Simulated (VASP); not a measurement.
# SiO2 (Stishovite) (P4_2/mnm) in VASP: a series of runs, part 2 of 3

VASP 6.6.1.

## Step 4: Single point, PBE

This run uses another cell than the first one, of 7.56 Å³/atom, 1.083 times its volume.

File INCAR:

```
  ALGO = Normal
  EDIFF = 1E-7
  ENCUT = 520
  GGA = PE
  ISIF = 2
  ISMEAR = 0
  LASPH = T
  LCHARG = F
  LREAL = F
  LWAVE = F
  NBANDS = 25
  NELM = 80
  PREC = Accurate
  SIGMA = 0.01
```

File KPOINTS:

```
k-points
0
Gamma
  6 6 8
```

File POSCAR:

```
SiO2
1.0
    4.1421949790      0.0000000000      0.0000000000
    0.0000000000      4.1421949790      0.0000000000
    0.0000000000      0.0000000000      2.6428023024
Si O
2 4
Direct
    0.0000000000      0.0000000000      0.0000000000
    0.5000000000      0.5000000000      0.5000000000
    0.3059000000      0.3059000000      0.0000000000
    0.1941000000      0.8059000000      0.5000000000
    0.6941000000      0.6941000000      0.0000000000
    0.8059000000      0.1941000000      0.5000000000
```

Potentials or basis: VASP PAW PBE potentials, release 64 (Si, O).

The run is started by

```bash
$ cat potpaw_PBE.64/Si/POTCAR potpaw_PBE.64/O/POTCAR > POTCAR
$ mpirun -np 1 vasp_std > vasp.out
```

OUTCAR:

```text
EDIFF = 1E-7
   ENCUT = 520
   GGA = PE
   ISIF = 2
   ISMEAR = 0
   LASPH = T
   LREAL = F
   NELM = 80
   PREC = Accurate

 ion  position               nearest neighbor table
   1  0.000  0.000  0.000-   4 1.74   6 1.74   4 1.74   6 1.74   5 1.79   3 1.79
   2  0.500  0.500  0.500-   3 1.74   5 1.74   3 1.74   5 1.74   4 1.79   6 1.79
   3  0.306  0.306  0.000-   2 1.74   2 1.74   1 1.79
   4  0.194  0.806  0.500-   1 1.74   1 1.74   2 1.79
   5  0.694  0.694  0.000-   2 1.74   2 1.74   1 1.79
   6  0.806  0.194  0.500-   1 1.74   1 1.74   2 1.79

  LATTYP: Found a simple tetragonal cell.
 ALAT       =     4.1421949790
 C/A-ratio  =     0.6380197735

  Lattice vectors:

 A1 = (   4.1421949790,   0.0000000000,   0.0000000000)
 A2 = (   0.0000000000,   4.1421949790,   0.0000000000)
 A3 = (   0.0000000000,   0.0000000000,   2.6428023024)

Analysis of symmetry for initial positions (statically):
=====================================================================
 Subroutine PRICEL returns:
 Original cell was already a primitive cell.

 Routine SETGRP: Setting up the symmetry group for a
 simple tetragonal supercell.

 Subroutine GETGRP returns: Found 16 space group operations
 (whereof  8 operations were pure point group operations)
 out of a pool of 16 trial point group operations.

The static configuration has the point symmetry D_2h.
 The point group associated with its full space group is D_4h.

Analysis of symmetry for dynamics (positions and initial velocities):
=====================================================================
 Subroutine PRICEL returns:
 Original cell was already a primitive cell.

 Routine SETGRP: Setting up the symmetry group for a
 simple tetragonal supercell.

 Subroutine GETGRP returns: Found 16 space group operations
 (whereof  8 operations were pure point group operations)
 out of a pool of 16 trial point group operations.
[... 125 lines left out ...]
   ISMEAR =     0;   SIGMA  =   0.01  broadening in eV -4-tet -1-fermi 0-gaus
   EFERMI_NEDOS =   21; number of points for ismear=-14 and -15
   IALGO  =     38    algorithm
   IMIX   =      4    mixing-type and parameters
     AMIX     =   0.40;   BMIX     =  1.00
     AMIX_MAG =   1.60;   BMIX_MAG =  1.00
  volume/ion in A,a.u.               =       7.56        51.00
  Fermi-wavevector in a.u.,A,eV,Ry     =   1.457526  2.754324 28.903963  2.124381
  Thomas-Fermi vector in A             =   2.574317
   LORBIT       =      0    0 simple, 1 ext, 2 COOP (PROOUT), +10 PAW based schemes
   GGA     = PE    functional components
   LHFCALC =     F    Hartree Fock is set to
   AEXX    =    0.0000 exact exchange contribution
   IVDW    =     0    specifies the selected vdW correction
   LEPSILON=     F    determine dielectric tensor
   LRPA    =     F    only Hartree local field effects (RPA)
 non-spin polarized calculation
 Gauss-broadening in eV      SIGMA  =   0.01
  energy-cutoff  :      520.00
  volume of cell :       45.34
 maximum number of plane-waves:      1250
 NGX is ok and might be reduce to    32
   NGX = 15   NGY = 15   NGZ =  9

 number of electron      31.9999977 magnetization

 Free energy of the ion-electron system (eV)
  ---------------------------------------------------
  ext. energy  EPLUGINS =         0.00000000
  ---------------------------------------------------
  free energy    TOTEN  =       -46.13602794 eV

  energy without entropy =      -46.13602794  energy(sigma->0) =      -46.13602794

 E-fermi :   8.7032     XC(G=0): -12.4101

 val. band max:        8.6152428138   @ k =   0.0000   0.0000   0.0000
 cond. band min:      14.7034126300   @ k =   0.0000   0.0000   0.0000
 fundamental gap:      6.0881698162
 Fermi energy:         8.7032004530

 k-point     1 :       0.0000    0.0000    0.0000
  band No.  band energies     occupation
      1     -14.2526      2.00000
      2     -10.4825      2.00000
      3     -10.4825      2.00000
      4     -10.2349      2.00000
      5      -2.4383      2.00000
      6       2.0194      2.00000
[... 661 lines left out ...]
     24      21.7239      0.00000
     25      22.5585      0.00000

 [... further k-points ...]
[... 5 lines left out ...]
  --------------------------------------------------------------------------------------
  -------------------------------------------------------------------------------------
  Total        5.4528262      5.4528262      6.6192920      0.0000000      0.0000000      0.0000000
  in kB      192.6666243    192.6666243    233.8817687      0.0000000      0.0000000      0.0000000
  external PRESSURE =     206.4050058 kB  Pullay stress =       0.0000000 kB

 VOLUME and BASIS-vectors are now :
 -----------------------------------------------------------------------------
  energy-cutoff  :      520.00
  volume of cell :       45.34
      direct lattice vectors                 reciprocal lattice vectors
     4.142194979  0.000000000  0.000000000     0.241417897  0.000000000  0.000000000
     0.000000000  4.142194979  0.000000000     0.000000000  0.241417897  0.000000000
     0.000000000  0.000000000  2.642802302     0.000000000  0.000000000  0.378386230

 POSITION                                       TOTAL-FORCE (eV/Angst)
 -----------------------------------------------------------------------------------
      0.00000      0.00000      0.00000        -0.000000      0.000000      0.000000
      2.07110      2.07110      1.32140        -0.000000      0.000000      0.000000
      1.26710      1.26710      0.00000        -0.196762     -0.196762     -0.000000
      0.80400      3.33819      1.32140         0.196762     -0.196762     -0.000000
      2.87510      2.87510      0.00000         0.196762      0.196762      0.000000
      3.33819      0.80400      1.32140        -0.196762      0.196762      0.000000
 -----------------------------------------------------------------------------------
    total drift:                                0.000000      0.000000     -0.000000

  FREE ENERGIE OF THE ION-ELECTRON SYSTEM (eV)
  ---------------------------------------------------
  free  energy   TOTEN  =       -46.1360279405 eV

  energy  without entropy=      -46.1360279405  energy(sigma->0) =      -46.13602794
```

OSZICAR:

```text
N       E                     dE             d eps       ncg     rms          rms(c)
DAV:   1     0.135052702546E+03    0.13505E+03   -0.17833E+04  2524   0.124E+03
DAV:   2    -0.442833958217E+02   -0.17934E+03   -0.17182E+03  3099   0.281E+02
DAV:   3    -0.508078187897E+02   -0.65244E+01   -0.64979E+01  3319   0.510E+01
DAV:   4    -0.508479488359E+02   -0.40130E-01   -0.40119E-01  2940   0.469E+00
DAV:   5    -0.508482613454E+02   -0.31251E-03   -0.31245E-03  3370   0.388E-01    0.182E+01
DAV:   6    -0.460812151746E+02    0.47670E+01   -0.13217E+01  3151   0.246E+01    0.844E+00
DAV:   7    -0.461153062756E+02   -0.34091E-01   -0.83583E-01  3208   0.535E+00    0.302E+00
DAV:   8    -0.461294973131E+02   -0.14191E-01   -0.27471E-02  3052   0.142E+00    0.110E+00
DAV:   9    -0.461358437732E+02   -0.63465E-02   -0.97995E-03  3173   0.829E-01    0.266E-01
DAV:  10    -0.461360360932E+02   -0.19232E-03   -0.35194E-04  3155   0.138E-01    0.379E-02
DAV:  11    -0.461360268998E+02    0.91933E-05   -0.57762E-05  3217   0.554E-02    0.821E-03
DAV:  12    -0.461360278232E+02   -0.92332E-06   -0.39549E-06  3089   0.149E-02    0.288E-03
DAV:  13    -0.461360279549E+02   -0.13170E-06   -0.45137E-07  3214   0.479E-03    0.382E-03
DAV:  14    -0.461360279405E+02    0.14381E-07   -0.13498E-08  2023   0.836E-04
   1 F= -.46136028E+02 E0= -.46136028E+02  d E =-.492764E-38
```

Wall time 64 s (1 thread of AMD EPYC 7R13 (Zen 3), shared host); peak memory 0.14 GiB.

Results:

```yaml
Free_energy: -46.1360 eV
Pressure: 20.6 GPa
Largest_force: 0.278 eV/Å
Band_gap_on_the_k_mesh: 6.09 eV, direct
```

Forces in eV/Å, atoms in the order of the input:
```
Si   0.000  0.000  0.000
Si   0.000  0.000  0.000
O   -0.197 -0.197  0.000
O    0.197 -0.197  0.000
O    0.197  0.197  0.000
O   -0.197  0.197  0.000
```

Stress tensor (GPa, compression positive):
```
19.27  0.00  0.00
 0.00 19.27  0.00
 0.00  0.00 23.39
```

Levels at points of the mesh, in eV from the valence-band top:
```tsv
k point	band 12	band 13	band 14	band 15	band 16	band 17	band 18	band 19	band 20	band 21
(0.00, 0.00, 0.00)	-3.22	-2.54	-0.90	-0.90	0.00	6.09	6.82	8.74	8.74	11.22
(0.50, 0.00, 0.00)	-4.00	-2.75	-2.75	-1.10	-1.10	8.10	8.10	9.31	9.31	11.25
(0.50, 0.50, 0.00)	-3.35	-2.73	-2.73	-2.37	-2.37	7.75	7.75	10.33	10.33	13.48
(0.00, 0.00, 0.50)	-4.73	-3.20	-3.20	-2.78	-2.78	9.46	9.46	12.92	12.92	13.09
(0.50, 0.00, 0.50)	-4.11	-2.35	-2.35	-1.83	-1.83	9.07	9.07	10.16	10.16	12.38
(0.50, 0.50, 0.50)	-4.59	-1.81	-1.81	-1.61	-1.61	7.51	7.51	11.23	11.23	11.81
```

## Step 5: Single point, PBE

This run uses another cell than the first one, of 7.94 Å³/atom, 1.139 times its volume.

File INCAR:

```
SYSTEM = SiO2
PREC = Accurate
ENCUT = 520
EDIFF = 1E-6
ISMEAR = 0
SIGMA = 0.01
LREAL = .False.
LASPH = .True.
NELM = 100
ALGO = Normal
ISIF = 2
LWAVE = .False.
LCHARG = .False.
GGA = PE
NBANDS = 25
```

File KPOINTS:

```
regular mesh
0
Gamma
  6 6 8
  0 0 0
```

POSCAR: that of step 4 with these lines changed.

```diff
@@ -2,5 +2,5 @@
 1.0
-    4.1421949790      0.0000000000      0.0000000000
-    0.0000000000      4.1421949790      0.0000000000
-    0.0000000000      0.0000000000      2.6428023024
+    4.2118247061      0.0000000000      0.0000000000
+    0.0000000000      4.2118247061      0.0000000000
+    0.0000000000      0.0000000000      2.6872274452
 Si O
```

The run is started by

```bash
$ cat potpaw_PBE.64/Si/POTCAR potpaw_PBE.64/O/POTCAR > POTCAR
$ mpirun -np 1 vasp_std > vasp.out
```

Run time: 52 s. Hardware: 1 thread of AMD EPYC 7R13 (Zen 3), shared host; peak memory 0.14 GiB.

It converged, with:

| Quantity | Value |
| --- | --- |
| Free energy | -46.3091 eV |
| Pressure | 3.2 GPa |
| Largest force | 0.065 eV/Å |
| Band gap on the k mesh | 5.18 eV, direct |

Forces in eV/Å, atoms in the order of the input:
```
Si   0.000  0.000  0.000
Si   0.000  0.000  0.000
O    0.046  0.046  0.000
O   -0.046  0.046  0.000
O   -0.046 -0.046  0.000
O    0.046 -0.046  0.000
```

Stress tensor (GPa, compression positive):
```
3.13 0.00 0.00
0.00 3.13 0.00
0.00 0.00 3.49
```

Levels at points of the mesh, in eV from the valence-band top:
```
           k point  band 13  band 14  band 15  band 16  band 17  band 18  band 19  band 20
(0.00, 0.00, 0.00)    -2.49    -0.87    -0.87     0.00     5.18     6.62     8.31     8.31
(0.50, 0.00, 0.00)    -2.64    -2.64    -1.05    -1.05     7.43     7.43     8.91     8.91
(0.50, 0.50, 0.00)    -2.62    -2.62    -2.21    -2.21     7.15     7.15     9.85     9.85
(0.00, 0.00, 0.50)    -2.96    -2.96    -2.60    -2.60     8.77     8.77    12.41    12.41
(0.50, 0.00, 0.50)    -2.23    -2.23    -1.70    -1.70     8.52     8.52     9.60     9.60
(0.50, 0.50, 0.50)    -1.72    -1.72    -1.51    -1.51     6.88     6.88    10.85    10.85
```

A k mesh can miss the band edges.

## Step 6: Single point, PBE

This run uses another cell than the first one, of 8.33 Å³/atom, 1.194 times its volume.

File INCAR:

```
PREC = Accurate
ENCUT = 520
EDIFF = 1E-6
ISMEAR = 0
SIGMA = 0.01
LREAL = F
LASPH = T
NELM = 80
ALGO = Normal
ISIF = 2
LWAVE = F
LCHARG = F
GGA = PE
NBANDS = 25
```

File KPOINTS:

```
Automatic mesh
0
Gamma
  6 6 8
```

POSCAR: that of step 5 with these lines changed.

```diff
@@ -2,5 +2,5 @@
 1.0
-    4.2118247061      0.0000000000      0.0000000000
-    0.0000000000      4.2118247061      0.0000000000
-    0.0000000000      0.0000000000      2.6872274452
+    4.2792253149      0.0000000000      0.0000000000
+    0.0000000000      4.2792253149      0.0000000000
+    0.0000000000      0.0000000000      2.7302303663
 Si O
```

Potentials or basis: VASP PAW PBE potentials, release 64 (Si, O).

The run is started by

```bash
$ cat potpaw_PBE.64/Si/POTCAR potpaw_PBE.64/O/POTCAR > POTCAR
$ mpirun -np 1 vasp_std > vasp.out
```

OUTCAR:

```text
PREC = Accurate
   ENCUT = 520
   EDIFF = 1E-6
   ISMEAR = 0
   LREAL = F
   LASPH = T
   NELM = 80
   ISIF = 2
   GGA = PE

 ion  position               nearest neighbor table
   1  0.000  0.000  0.000-   4 1.80   6 1.80   4 1.80   6 1.80   5 1.85   3 1.85
   2  0.500  0.500  0.500-   3 1.80   5 1.80   3 1.80   5 1.80   4 1.85   6 1.85
   3  0.306  0.306  0.000-   2 1.80   2 1.80   1 1.85
   4  0.194  0.806  0.500-   1 1.80   1 1.80   2 1.85
   5  0.694  0.694  0.000-   2 1.80   2 1.80   1 1.85
   6  0.806  0.194  0.500-   1 1.80   1 1.80   2 1.85

  LATTYP: Found a simple tetragonal cell.
 ALAT       =     4.2792253149
 C/A-ratio  =     0.6380197735

  Lattice vectors:

 A1 = (   4.2792253149,   0.0000000000,   0.0000000000)
 A2 = (   0.0000000000,   4.2792253149,   0.0000000000)
 A3 = (   0.0000000000,   0.0000000000,   2.7302303663)

Analysis of symmetry for initial positions (statically):
=====================================================================
 Subroutine PRICEL returns:
 Original cell was already a primitive cell.

 Routine SETGRP: Setting up the symmetry group for a
 simple tetragonal supercell.

 Subroutine GETGRP returns: Found 16 space group operations
 (whereof  8 operations were pure point group operations)
 out of a pool of 16 trial point group operations.

The static configuration has the point symmetry D_2h.
 The point group associated with its full space group is D_4h.

Analysis of symmetry for dynamics (positions and initial velocities):
=====================================================================
 Subroutine PRICEL returns:
 Original cell was already a primitive cell.

 Routine SETGRP: Setting up the symmetry group for a
 simple tetragonal supercell.

 Subroutine GETGRP returns: Found 16 space group operations
 (whereof  8 operations were pure point group operations)
 out of a pool of 16 trial point group operations.
[... 125 lines left out ...]
   ISMEAR =     0;   SIGMA  =   0.01  broadening in eV -4-tet -1-fermi 0-gaus
   EFERMI_NEDOS =   21; number of points for ismear=-14 and -15
   IALGO  =     38    algorithm
   IMIX   =      4    mixing-type and parameters
     AMIX     =   0.40;   BMIX     =  1.00
     AMIX_MAG =   1.60;   BMIX_MAG =  1.00
  volume/ion in A,a.u.               =       8.33        56.23
  Fermi-wavevector in a.u.,A,eV,Ry     =   1.410853  2.666125 27.082463  1.990505
  Thomas-Fermi vector in A             =   2.532764
   LORBIT       =      0    0 simple, 1 ext, 2 COOP (PROOUT), +10 PAW based schemes
   GGA     = PE    functional components
   LHFCALC =     F    Hartree Fock is set to
   AEXX    =    0.0000 exact exchange contribution
   IVDW    =     0    specifies the selected vdW correction
   LEPSILON=     F    determine dielectric tensor
   LRPA    =     F    only Hartree local field effects (RPA)
 non-spin polarized calculation
 Gauss-broadening in eV      SIGMA  =   0.01
  energy-cutoff  :      520.00
  volume of cell :       50.00
 maximum number of plane-waves:      1384
 NGX is ok and might be reduce to    32
   NGX = 15   NGY = 15   NGZ = 11

 number of electron      32.0000019 magnetization

 Free energy of the ion-electron system (eV)
  ---------------------------------------------------
  ext. energy  EPLUGINS =         0.00000000
  ---------------------------------------------------
  free energy    TOTEN  =       -46.25857425 eV

  energy without entropy =      -46.25857425  energy(sigma->0) =      -46.25857425

 E-fermi :   7.3863     XC(G=0): -11.9064

 val. band max:        7.2938831262   @ k =   0.0000   0.0000   0.0000
 cond. band min:      11.6630212201   @ k =   0.0000   0.0000   0.0000
 fundamental gap:      4.3691380938
 Fermi energy:         7.3863276210

 k-point     1 :       0.0000    0.0000    0.0000
  band No.  band energies     occupation
      1     -14.5648      2.00000
      2     -11.2895      2.00000
      3     -11.2895      2.00000
      4     -11.0695      2.00000
      5      -3.1915      2.00000
      6       1.2321      2.00000
[... 661 lines left out ...]
     24      19.8488      0.00000
     25      20.6051      0.00000

 [... further k-points ...]
[... 5 lines left out ...]
  --------------------------------------------------------------------------------------
  -------------------------------------------------------------------------------------
  Total       -2.9340022     -2.9340022     -3.7647403      0.0000000      0.0000000      0.0000000
  in kB      -94.0245843    -94.0245843   -120.6468535      0.0000000      0.0000000      0.0000000
  external PRESSURE =    -102.8986741 kB  Pullay stress =       0.0000000 kB

 VOLUME and BASIS-vectors are now :
 -----------------------------------------------------------------------------
  energy-cutoff  :      520.00
  volume of cell :       50.00
      direct lattice vectors                 reciprocal lattice vectors
     4.279225315  0.000000000  0.000000000     0.233687157  0.000000000  0.000000000
     0.000000000  4.279225315  0.000000000     0.000000000  0.233687157  0.000000000
     0.000000000  0.000000000  2.730230366     0.000000000  0.000000000  0.366269459

 POSITION                                       TOTAL-FORCE (eV/Angst)
 -----------------------------------------------------------------------------------
      0.00000      0.00000      0.00000        -0.000000     -0.000000      0.000000
      2.13961      2.13961      1.36512        -0.000000     -0.000000      0.000000
      1.30902      1.30902      0.00000         0.251766      0.251766      0.000000
      0.83060      3.44863      1.36512        -0.251766      0.251766      0.000000
      2.97021      2.97021      0.00000        -0.251766     -0.251766      0.000000
      3.44863      0.83060      1.36512         0.251766     -0.251766      0.000000
 -----------------------------------------------------------------------------------
    total drift:                                0.000000      0.000000     -0.000000

  FREE ENERGIE OF THE ION-ELECTRON SYSTEM (eV)
  ---------------------------------------------------
  free  energy   TOTEN  =       -46.2585742521 eV

  energy  without entropy=      -46.2585742521  energy(sigma->0) =      -46.25857425
```

OSZICAR:

```text
N       E                     dE             d eps       ncg     rms          rms(c)
DAV:   1     0.136043466127E+03    0.13604E+03   -0.17356E+04  2516   0.122E+03
DAV:   2    -0.435003812547E+02   -0.17954E+03   -0.16977E+03  3206   0.274E+02
DAV:   3    -0.507256251716E+02   -0.72252E+01   -0.71841E+01  3350   0.526E+01
DAV:   4    -0.507737438780E+02   -0.48119E-01   -0.48106E-01  2913   0.501E+00
DAV:   5    -0.507741594480E+02   -0.41557E-03   -0.41549E-03  3354   0.438E-01    0.163E+01
DAV:   6    -0.461866197146E+02    0.45875E+01   -0.13152E+01  3136   0.242E+01    0.727E+00
DAV:   7    -0.462398495868E+02   -0.53230E-01   -0.72234E-01  3124   0.480E+00    0.279E+00
DAV:   8    -0.462517601576E+02   -0.11911E-01   -0.26928E-02  3195   0.139E+00    0.107E+00
DAV:   9    -0.462583846292E+02   -0.66245E-02   -0.99853E-03  3202   0.836E-01    0.259E-01
DAV:  10    -0.462586081829E+02   -0.22355E-03   -0.72840E-04  3118   0.184E-01    0.537E-02
DAV:  11    -0.462585729333E+02    0.35250E-04   -0.12718E-04  3253   0.802E-02    0.106E-02
DAV:  12    -0.462585741484E+02   -0.12151E-05   -0.69656E-06  3063   0.183E-02    0.343E-03
DAV:  13    -0.462585742521E+02   -0.10371E-06   -0.47852E-07  2141   0.504E-03
   1 F= -.46258574E+02 E0= -.46258574E+02  d E =-.150416E-41
```

stdout:

```text
POSCAR found type information on POSCAR SiO
 POSCAR found :  2 types and       6 ions
 scaLAPACK will be used
 LDA part: xc-table for (Slater+PW92), standard interpolation
 POSCAR, INCAR and KPOINTS ok, starting setup
 FFT: planning ... GRIDC
 FFT: planning ... GRID_SOFT
 FFT: planning ... GRID
 WAVECAR not read
 entering main loop
```

It took 55 s on 1 thread of AMD EPYC 7R13 (Zen 3), shared host; peak memory 0.15 GiB.

Results:

- Free energy: -46.2586 eV
- Pressure: -10.3 GPa
- Largest force: 0.356 eV/Å
- Band gap on the k mesh: 4.37 eV, direct

Forces in eV/Å, atoms in the order of the input:
```
Si   0.000  0.000  0.000
Si   0.000  0.000  0.000
O    0.252  0.252  0.000
O   -0.252  0.252  0.000
O   -0.252 -0.252  0.000
O    0.252 -0.252  0.000
```

Stress tensor (GPa, compression positive):
```
 -9.40   0.00   0.00
  0.00  -9.40   0.00
  0.00   0.00 -12.06
```

A k mesh can miss the band edges. As with any semilocal functional, this PBE gap is likely too small.

(Continued in part 3 of 3.)
